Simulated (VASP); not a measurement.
## Ga4As3N: relaxation of cell and atoms with PBE

Crystal: Ga4As3N.

```xyz
8
Lattice="3.6404 0.0000 0.0000 0.0000 3.6404 0.0000 0.0000 0.0000 10.9889" Properties=species:S:1:pos:R:3 pbc="T T T"
Ga    0.0000    0.0000    5.4944
Ga    1.8202    1.8202    3.5504
Ga    0.0000    0.0000    0.0000
Ga    1.8202    1.8202    7.4385
As    0.0000    0.0000    8.0568
As    0.0000    0.0000    2.9321
As    1.8202    1.8202    0.0000
N     1.8202    1.8202    5.4944
```

* Program: VASP 6.6.1
* Task: relaxation of cell and atoms
* Functional: PBE
* Potentials or basis: VASP PAW PBE potentials, release 64 (Ga_d, As, N)
* Cutoff: 600 eV
* k mesh: 10 × 10 × 4
* Occupations: gaussian, width 0.1 eV
* Spin: no spin polarisation
* Dipole correction: no
* Further INCAR settings: ALGO = Fast; EDIFF = 1e-07; IBRION = 2; EDIFFG = -0.01; NSW = 100; ISIF = 3

```
Relaxed volume                        : 18.12 Å³/atom
Relaxed cell                          : a = 3.655 Å, b = 3.655 Å, c = 10.851 Å, α = 90.00°, β = 90.00°, γ = 90.00°
Space group after relaxing (to 0.1 Å) : P4/mmm (No. 123)
Energy gained by relaxing             : 0.6 meV/atom
Ionic steps                           : 12
Pressure after relaxing               : 0.0 GPa
Largest force after relaxing          : 0.006 eV/Å
Band gap on the k mesh                : zero (bands 36 and 37 overlap by 3.11 eV)
```

Forces in eV/Å, atoms in the order of the input:
```
Ga   0.000  0.000  0.000
Ga   0.000  0.000  0.006
Ga   0.000  0.000  0.000
Ga   0.000  0.000 -0.006
As   0.000  0.000  0.000
As   0.000  0.000  0.000
As   0.000  0.000  0.000
N    0.000  0.000  0.000
```

Stress tensor (GPa, compression positive):
```
 0.03  0.00  0.00
 0.00  0.03  0.00
 0.00  0.00 -0.05
```

The path:
```
step  energy change (eV)  largest force (eV/Å)  pressure (GPa)  volume (Å³)
   1              0.0000                0.0519            0.00       145.63
   2             -0.0022                0.0738            0.04       145.63
   3             -0.0027                0.1191            0.09       145.63
   4             -0.0039                0.0548           -0.12       145.88
   5             -0.0040                0.0349           -0.18       145.96
   6             -0.0045                0.0320            0.00       145.48
   7             -0.0045                0.0348            0.03       145.41
   8             -0.0047                0.0275           -0.01       145.38
   9             -0.0049                0.0179           -0.06       145.30
  10             -0.0050                0.0274           -0.10       145.26
  11             -0.0051                0.0219           -0.06       145.19
  12             -0.0052                0.0064            0.00       144.96
```

Final structure:
```
CELL_PARAMETERS angstrom
3.65509 0.00000 0.00000
0.00000 3.65509 0.00000
0.00000 0.00000 10.85061
ATOMIC_POSITIONS crystal
Ga 0.00000 0.00000 0.50000
Ga 0.50000 0.50000 0.32044
Ga 0.00000 0.00000 0.00000
Ga 0.50000 0.50000 0.67956
As 0.00000 0.00000 0.73381
As 0.00000 0.00000 0.26619
As 0.50000 0.50000 0.00000
N 0.50000 0.50000 0.50000
```

Levels at points of the mesh, in eV from the Fermi level:
```csv
k point,band 34,band 35,band 36,band 37,band 38,band 39
"(0.00, 0.00, 0.00)",-1.04,-0.04,0.04,0.04,0.05,0.21
"(0.50, 0.00, 0.00)",0.43,0.73,0.91,1.76,2.05,2.85
"(0.50, 0.50, 0.00)",-3.05,-2.26,-2.20,-2.20,-1.69,1.16
"(0.00, 0.00, 0.50)",-1.14,-0.56,-0.56,-0.18,-0.18,1.31
"(0.50, 0.00, 0.50)",0.49,0.65,0.90,1.40,2.32,3.51
"(0.50, 0.50, 0.50)",-3.36,-2.39,-2.39,-0.90,-0.68,0.38
```

Wall time 96 min on 1 thread of Oxide Virtual Turin-like Processor (shared host), peak memory 0.53 GiB.
